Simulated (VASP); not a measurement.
# GaCuC4N4 (P-43m) in VASP: notebook

Runs on GaCuC4N4. Level: PBE. Tasks: single point.

All numbers are computed with VASP 6.6.1; they aren't measurements. Logs are shortened: lines on timing, memory, paths and dates and some standing lists are left out, and cuts for length are marked.

### 1 The cell of the first run

Symmetry: P-43m, No. 215, cubic system. Conventional cell: a = 5.755 Å, b = 5.755 Å, c = 5.755 Å, α = 90.00°, β = 90.00°, γ = 90.00°. Within 2.5 Å of Ga (site symmetry -43m) lie 4 N at 1.89 Å. Cu (site symmetry -43m) has 4 C at 1.93 Å within 2.6 Å. C (site symmetry 3m) has 1 N at 1.17 Å within 1.6 Å. Within 1.6 Å of N (site symmetry 3m) lie 1 C at 1.17 Å.

### 2 Single point, PBE, collinear spin

Input file INCAR:

```
SYSTEM = GaCuC4N4
ALGO = Normal
EDIFF = 1E-6
ENCUT = 520
GGA = PE
ISIF = 2
ISMEAR = 0
ISPIN = 2
LASPH = .TRUE.
LCHARG = .FALSE.
LMAXMIX = 4
LORBIT = 11
LREAL = .FALSE.
LWAVE = .FALSE.
MAGMOM = 0 1 0 0 0 0 0 0 0 0
NBANDS = 45
NELM = 150
PREC = Accurate
SIGMA = 0.1
```

Input file KPOINTS:

```
k-points
0
G
  4 4 4
  0 0 0
```

Input file POSCAR:

```
GaCuC4N4
1.0
    5.7554591653      0.0000000000      0.0000000000
    0.0000000000      5.7554591653      0.0000000000
    0.0000000000      0.0000000000      5.7554591653
Ga Cu C N
1 1 4 4
Direct
    0.5000000000      0.5000000000      0.5000000000
    0.0000000000      0.0000000000      0.0000000000
    0.1932014127      0.1932014127      0.1932014127
    0.1932014127      0.8067985873      0.8067985873
    0.8067985873      0.1932014127      0.8067985873
    0.8067985873      0.8067985873      0.1932014127
    0.3109042684      0.3109042684      0.3109042684
    0.3109042684      0.6890957316      0.6890957316
    0.6890957316      0.3109042684      0.6890957316
    0.6890957316      0.6890957316      0.3109042684
```

Potentials or basis: VASP PAW PBE potentials, release 64 (Ga_d, Cu, C, N).

Command:

```bash
$ cat potpaw_PBE.64/Ga_d/POTCAR potpaw_PBE.64/Cu/POTCAR potpaw_PBE.64/C/POTCAR potpaw_PBE.64/N/POTCAR > POTCAR
$ mpirun -np 1 vasp_std > vasp.out
```

OUTCAR:

```text
SYSTEM = GaCuC4N4
   EDIFF = 1E-6
   ENCUT = 520
   GGA = PE
   ISIF = 2
   ISMEAR = 0
   ISPIN = 2
   LASPH = .TRUE.
   LORBIT = 11
   LREAL = .FALSE.
   NELM = 150
   PREC = Accurate

 ion  position               nearest neighbor table
   1  0.500  0.500  0.500-   7 1.89   8 1.89   9 1.89  10 1.89
   2  0.000  0.000  0.000-   3 1.93   4 1.93   5 1.93   6 1.93
   3  0.193  0.193  0.193-   7 1.17   2 1.93
   4  0.193  0.807  0.807-   8 1.17   2 1.93
   5  0.807  0.193  0.807-   9 1.17   2 1.93
   6  0.807  0.807  0.193-  10 1.17   2 1.93
   7  0.311  0.311  0.311-   3 1.17   1 1.89
   8  0.311  0.689  0.689-   4 1.17   1 1.89
   9  0.689  0.311  0.689-   5 1.17   1 1.89
  10  0.689  0.689  0.311-   6 1.17   1 1.89

  LATTYP: Found a simple cubic cell.
 ALAT       =     5.7554591653

  Lattice vectors:

 A1 = (   5.7554591653,   0.0000000000,   0.0000000000)
 A2 = (   0.0000000000,   5.7554591653,   0.0000000000)
 A3 = (   0.0000000000,   0.0000000000,   5.7554591653)

Analysis of symmetry for initial positions (statically):
=====================================================================
 Subroutine PRICEL returns:
 Original cell was already a primitive cell.

 Routine SETGRP: Setting up the symmetry group for a
 simple cubic supercell.

 Subroutine GETGRP returns: Found 24 space group operations
 (whereof 24 operations were pure point group operations)
 out of a pool of 48 trial point group operations.

The static configuration has the point symmetry T_d .

Analysis of symmetry for dynamics (positions and initial velocities):
=====================================================================
 Subroutine PRICEL returns:
 Original cell was already a primitive cell.

 Routine SETGRP: Setting up the symmetry group for a
 simple cubic supercell.

 Subroutine GETGRP returns: Found 24 space group operations
 (whereof 24 operations were pure point group operations)
 out of a pool of 48 trial point group operations.

The dynamic configuration has the point symmetry T_d .

Analysis of structural, dynamic, and magnetic symmetry:
=====================================================================
 Subroutine PRICEL returns:
 Original cell was already a primitive cell.

 Routine SETGRP: Setting up the symmetry group for a
 simple cubic supercell.

 Subroutine GETGRP returns: Found 24 space group operations
 (whereof 24 operations were pure point group operations)
 out of a pool of 48 trial point group operations.

The overall configuration has the point symmetry T_d .

 Subroutine INISYM returns: Found 24 space group operations
 (whereof 24 operations are pure point group operations),
 and found     1 'primitive' translations

----------------------------------------------------------------------------------------

                                     Primitive cell

  volume of cell :     190.6514

  direct lattice vectors                    reciprocal lattice vectors
     5.755459165  0.000000000  0.000000000     0.173748084  0.000000000  0.000000000
     0.000000000  5.755459165  0.000000000     0.000000000  0.173748084  0.000000000
     0.000000000  0.000000000  5.755459165     0.000000000  0.000000000  0.173748084

  length of vectors
     5.755459165  5.755459165  5.755459165     0.173748084  0.173748084  0.173748084

  position of ions in fractional coordinates (direct lattice)
     0.500000000  0.500000000  0.500000000
     0.000000000  0.000000000  0.000000000
     0.193201413  0.193201413  0.193201413
     0.193201413  0.806798587  0.806798587
     0.806798587  0.193201413  0.806798587
     0.806798587  0.806798587  0.193201413
     0.310904268  0.310904268  0.310904268
     0.310904268  0.689095732  0.689095732
     0.689095732  0.310904268  0.689095732
     0.689095732  0.689095732  0.310904268

  ion indices of the primitive-cell ions
   primitive index   ion index
                 1           1
                 2           2
                 3           3
                 4           4
                 5           5
                 6           6
[... 51 lines left out ...]
 SYSTEM =  GaCuC4N4
   PREC   = accura    normal or accurate (medium, high low for compatibility)
   ISTART =      0    job   : 0-new  1-cont  2-samecut
   ICHARG =      2    charge: 1-file 2-atom 10-const
   ISPIN  =      2    spin polarized calculation?
   LNONCOLLINEAR =      F non collinear calculations
   LSORBIT =      F    spin-orbit coupling
   LASPH  =      T    aspherical Exc in radial PAW
   ENCUT  =  520.0 eV  38.22 Ry    6.18 a.u.  10.70 10.70 10.70*2*pi/ulx,y,z
   NELM   =    150;   NELMIN=  2; NELMDL= -5     # of ELM steps
   EDIFF  = 0.1E-05   stopping-criterion for ELM
   LREAL  =      F    real-space projection
   EDIFFG = 0.1E-04   stopping-criterion for IOM
   NSW    =      0    number of steps for IOM
   IBRION =     -1    ionic relax: 0-MD 1-quasi-New 2-CG
   NFREE  =      0    steps in history (QN), initial steepest desc. (CG)
   ISIF   =      2    stress and relaxation
   ISYM   =      2    0-nonsym 1-usesym 2-fastsym
   POTIM  = 0.5000    time-step for ionic-motion
   TEBEG  =    0.0;   TEEND  =   0.0 temperature during run
   PSTRESS=    0.0 pullay stress
   NELECT =      60.0000    total number of electrons
   NUPDOWN=      -1.0000    fix difference up-down
   EMIN   =  10.00;   EMAX   =-10.00  energy-range for DOS
   EFERMI =   0.00;   METHOD = LEGACY
   ISMEAR =     0;   SIGMA  =   0.10  broadening in eV -4-tet -1-fermi 0-gaus
   EFERMI_NEDOS =   21; number of points for ismear=-14 and -15
   IALGO  =     38    algorithm
   IMIX   =      4    mixing-type and parameters
     AMIX     =   0.40;   BMIX     =  1.00
     AMIX_MAG =   1.60;   BMIX_MAG =  1.00
  volume/ion in A,a.u.               =      19.07       128.66
  Fermi-wavevector in a.u.,A,eV,Ry     =   1.113556  2.104315 16.871309  1.240006
  Thomas-Fermi vector in A             =   2.250142
   LORBIT       =     11    0 simple, 1 ext, 2 COOP (PROOUT), +10 PAW based schemes
   GGA     = PE    functional components
   LHFCALC =     F    Hartree Fock is set to
   AEXX    =    0.0000 exact exchange contribution
   IVDW    =     0    specifies the selected vdW correction
   LEPSILON=     F    determine dielectric tensor
   LRPA    =     F    only Hartree local field effects (RPA)
 spin polarized calculation
 Gauss-broadening in eV      SIGMA  =   0.10
  energy-cutoff  :      520.00
  volume of cell :      190.65
 maximum number of plane-waves:      5216
 NGX is ok and might be reduce to    48
   NGX = 21   NGY = 21   NGZ = 21

 number of electron      60.0000005 magnetization       0.0000424

 number of electron      60.0000005 magnetization      -0.0000011

 Free energy of the ion-electron system (eV)
  ---------------------------------------------------
  ext. energy  EPLUGINS =         0.00000000
  ---------------------------------------------------
  free energy    TOTEN  =       -74.10490836 eV

  energy without entropy =      -74.10490836  energy(sigma->0) =      -74.10490836

 E-fermi :  -0.6944     XC(G=0):  -7.4455

 val. band max:       -1.2306952048   @ k =   0.5000   0.5000   0.0000
 cond. band min:       2.7950423216   @ k =   0.2500   0.2500   0.2500
 fundamental gap:      4.0257375264
 Fermi energy:        -0.6943898833

 spin component 1

 k-point     1 :       0.0000    0.0000    0.0000
  band No.  band energies     occupation
      1     -18.6748      1.00000
      2     -18.4946      1.00000
      3     -18.4946      1.00000
      4     -18.4946      1.00000
      5     -15.8037      1.00000
      6     -15.8037      1.00000
[... 439 lines left out ...]
     41       6.6505      0.00000
     42       6.6505      0.00000
 Fermi energy:        -0.6943898833

 spin component 2

 k-point     1 :       0.0000    0.0000    0.0000
  band No.  band energies     occupation
      1     -18.6748      1.00000
      2     -18.4946      1.00000
      3     -18.4946      1.00000
      4     -18.4946      1.00000
      5     -15.8037      1.00000
      6     -15.8037      1.00000
[... 439 lines left out ...]
     41       6.6505      0.00000
     42       6.6505      0.00000
 [bands above 42 left out]

------------------------ aborting loop because EDIFF is reached ----------------------------------------

  FORCE on cell =-STRESS in cart. coord.  units (eV):
  Direction    XX          YY          ZZ          XY          YZ          ZX
  --------------------------------------------------------------------------------------
  -------------------------------------------------------------------------------------
  Total        0.3703496      0.3703496      0.3703496      0.0000000      0.0000000      0.0000000
  in kB        3.1123080      3.1123080      3.1123080      0.0000000      0.0000000      0.0000000
  external PRESSURE =       3.1123080 kB  Pullay stress =       0.0000000 kB

 VOLUME and BASIS-vectors are now :
 -----------------------------------------------------------------------------
  energy-cutoff  :      520.00
  volume of cell :      190.65
      direct lattice vectors                 reciprocal lattice vectors
     5.755459165  0.000000000  0.000000000     0.173748084  0.000000000  0.000000000
     0.000000000  5.755459165  0.000000000     0.000000000  0.173748084  0.000000000
     0.000000000  0.000000000  5.755459165     0.000000000  0.000000000  0.173748084

 POSITION                                       TOTAL-FORCE (eV/Angst)
 -----------------------------------------------------------------------------------
      2.87773      2.87773      2.87773         0.000000      0.000000      0.000000
      0.00000      0.00000      0.00000         0.000000      0.000000      0.000000
      1.11196      1.11196      1.11196        -0.168378     -0.168378     -0.168378
      1.11196      4.64350      4.64350        -0.168378      0.168378      0.168378
      4.64350      1.11196      4.64350         0.168378     -0.168378      0.168378
      4.64350      4.64350      1.11196         0.168378      0.168378     -0.168378
      1.78940      1.78940      1.78940         0.216549      0.216549      0.216549
      1.78940      3.96606      3.96606         0.216549     -0.216549     -0.216549
      3.96606      1.78940      3.96606        -0.216549      0.216549     -0.216549
      3.96606      3.96606      1.78940        -0.216549     -0.216549      0.216549
 -----------------------------------------------------------------------------------
    total drift:                                0.000000      0.000000      0.000000

  FREE ENERGIE OF THE ION-ELECTRON SYSTEM (eV)
  ---------------------------------------------------
  free  energy   TOTEN  =       -74.1049083634 eV

  energy  without entropy=      -74.1049083634  energy(sigma->0) =      -74.10490836

 total charge

# of ion       s       p       d       tot
------------------------------------------
    1        0.701   0.881  10.210  11.792
    2        0.451   0.671   9.092  10.213
    3        0.970   1.561   0.000   2.531
    4        0.970   1.561   0.000   2.531
    5        0.970   1.561   0.000   2.531
    6        0.970   1.561   0.000   2.531
    7        1.281   2.671   0.000   3.952
    8        1.281   2.671   0.000   3.952
    9        1.281   2.671   0.000   3.952
   10        1.281   2.671   0.000   3.952
--------------------------------------------------
tot         10.154  18.478  19.302  47.934

 magnetization (x)

# of ion       s       p       d       tot
------------------------------------------
    1        0.000  -0.000  -0.000  -0.000
    2        0.000  -0.000   0.000   0.000
    3       -0.000  -0.000   0.000  -0.000
    4       -0.000  -0.000   0.000  -0.000
    5       -0.000  -0.000   0.000  -0.000
    6       -0.000  -0.000   0.000  -0.000
    7        0.000   0.000   0.000   0.000
    8        0.000   0.000   0.000   0.000
    9        0.000   0.000   0.000   0.000
   10        0.000   0.000   0.000   0.000
--------------------------------------------------
tot          0.000   0.000   0.000   0.000
```

It took 2.2 min on 1 thread of Intel Xeon 6975P-C (Granite Rapids), shared host; peak memory 0.48 GiB.

What came out:

```
Free energy                                           : -74.1049 eV
Pressure                                              : 0.3 GPa
Largest force                                         : 0.375 eV/Å
Band gap on the k mesh                                : 4.03 eV (least direct gap 4.12 eV)
Net moment                                            : 0.00 μB per cell
Valence electrons inside the program's atomic spheres : Ga 11.79; Cu 10.21; C 2.53; N 3.95
```

Forces in eV/Å, atoms in the order of the input:
```
Ga   0.000  0.000  0.000
Cu   0.000  0.000  0.000
C   -0.168 -0.168 -0.168
C   -0.168  0.168  0.168
C    0.168 -0.168  0.168
C    0.168  0.168 -0.168
N    0.217  0.217  0.217
N    0.217 -0.217 -0.217
N   -0.217  0.217 -0.217
N   -0.217 -0.217  0.217
```

Levels at points of the mesh, in eV from the valence-band top:
Spin up:
```tsv
k point	band 26	band 27	band 28	band 29	band 30	band 31	band 32	band 33	band 34	band 35
(0.00, 0.00, 0.00)	-1.24	-1.24	-0.27	-0.27	-0.27	4.10	4.10	4.10	4.76	4.76
(0.50, 0.00, 0.00)	-1.25	-1.16	-0.18	-0.02	-0.02	4.14	4.14	4.38	4.48	5.24
(0.50, 0.50, 0.00)	-1.24	-1.15	-0.17	0.00	0.00	4.27	4.51	4.56	4.56	5.28
(0.50, 0.50, 0.50)	-1.22	-1.22	-0.19	-0.19	-0.19	4.52	4.52	4.52	4.89	4.89
```
Spin down:
| k point | band 27 | band 28 | band 29 | band 30 | band 31 | band 32 | band 33 | band 34 |
| --- | --- | --- | --- | --- | --- | --- | --- | --- |
| (0.00, 0.00, 0.00) | -1.24 | -0.27 | -0.27 | -0.27 | 4.10 | 4.10 | 4.10 | 4.76 |
| (0.50, 0.00, 0.00) | -1.16 | -0.18 | -0.02 | -0.02 | 4.14 | 4.14 | 4.38 | 4.48 |
| (0.50, 0.50, 0.00) | -1.15 | -0.17 | 0.00 | 0.00 | 4.27 | 4.51 | 4.56 | 4.56 |
| (0.50, 0.50, 0.50) | -1.22 | -0.19 | -0.19 | -0.19 | 4.52 | 4.52 | 4.52 | 4.89 |

### 3 Single point, PBE, collinear spin

This run uses another cell than the first one, of 20.09 Å³/atom.

Input file INCAR:

```
SYSTEM = GaCuC4N4
PREC = Accurate
ENCUT = 520
EDIFF = 1E-6
ISMEAR = 0
SIGMA = 0.1
LREAL = .False.
LASPH = .True.
NELM = 150
ALGO = Normal
ISIF = 2
LWAVE = .False.
LCHARG = .True.
ISPIN = 2
MAGMOM = 0 1 0 0 0 0 0 0 0 0
LORBIT = 11
LMAXMIX = 4
GGA = PE
LELF = .True.
LVHAR = .True.
NBANDS = 45
```

Input file KPOINTS:

```
Automatic mesh
0
Gamma
  4 4 4
  0 0 0
```

Input file POSCAR:

```
GaCuC4N4
1.0
    5.8566411300      0.0000000000      0.0000000000
    0.0000000000      5.8566411300      0.0000000000
    0.0000000000      0.0000000000      5.8566411300
Ga Cu C N
1 1 4 4
Direct
    0.5000000000      0.5000000000      0.5000000000
    0.0000000000      0.0000000000      0.0000000000
    0.1889787100      0.1889787100      0.1889787100
    0.1889787100      0.8110212900      0.8110212900
    0.8110212900      0.1889787100      0.8110212900
    0.8110212900      0.8110212900      0.1889787100
    0.3043178200      0.3043178200      0.3043178200
    0.3043178200      0.6956821800      0.6956821800
    0.6956821800      0.3043178200      0.6956821800
    0.6956821800      0.6956821800      0.3043178200
```

Potentials or basis: VASP PAW PBE potentials, release 64 (Ga_d, Cu, C, N).

Command:

```bash
$ cat potpaw_PBE.64/Ga_d/POTCAR potpaw_PBE.64/Cu/POTCAR potpaw_PBE.64/C/POTCAR potpaw_PBE.64/N/POTCAR > POTCAR
$ mpirun -np 1 vasp_std > vasp.out
```

Run time: 2 min. Hardware: 1 thread of Intel Xeon 6975P-C (Granite Rapids), shared host; peak memory 0.49 GiB.

Results (log left out):

| Quantity | Value |
| --- | --- |
| Free energy | -73.7573 eV |
| Pressure | -2.1 GPa |
| Largest force | 2.253 eV/Å |
| Band gap on the k mesh | 3.88 eV (least direct gap 3.96 eV) |
| Net moment | 0.00 μB per cell |
| Valence electrons inside the program's atomic spheres | Ga 11.49; Cu 10.24; C 2.54; N 3.93 |

Forces on the atoms (eV/Å):
```
Ga   0.000  0.000  0.000
Cu   0.000  0.000  0.000
C   -0.350 -0.350 -0.350
C   -0.350  0.350  0.350
C    0.350 -0.350  0.350
C    0.350  0.350 -0.350
N    1.301  1.301  1.301
N    1.301 -1.301 -1.301
N   -1.301  1.301 -1.301
N   -1.301 -1.301  1.301
```

Levels at points of the mesh, in eV from the valence-band top:
Spin up:
```
           k point  band 28  band 29  band 30  band 31  band 32  band 33
(0.00, 0.00, 0.00)    -0.24    -0.24    -0.24     4.10     4.10     4.10
(0.50, 0.00, 0.00)    -0.19    -0.02    -0.02     4.12     4.12     4.14
(0.50, 0.50, 0.00)    -0.18     0.00     0.00     4.03     4.28     4.55
(0.50, 0.50, 0.50)    -0.17    -0.17    -0.17     4.09     4.55     4.55
```
Spin down:
| k point | band 27 | band 28 | band 29 | band 30 | band 31 | band 32 | band 33 | band 34 |
| --- | --- | --- | --- | --- | --- | --- | --- | --- |
| (0.00, 0.00, 0.00) | -1.25 | -0.24 | -0.24 | -0.24 | 4.10 | 4.10 | 4.10 | 4.11 |
| (0.50, 0.00, 0.00) | -1.18 | -0.19 | -0.02 | -0.02 | 4.12 | 4.12 | 4.14 | 4.36 |
| (0.50, 0.50, 0.00) | -1.17 | -0.18 | 0.00 | 0.00 | 4.03 | 4.28 | 4.55 | 4.55 |
| (0.50, 0.50, 0.50) | -1.23 | -0.17 | -0.17 | -0.17 | 4.09 | 4.55 | 4.55 | 4.55 |

Caveat: forces of over 1 eV/Å act on the atoms, so gaps and moduli don't describe the material at rest. A k mesh can miss the band edges.
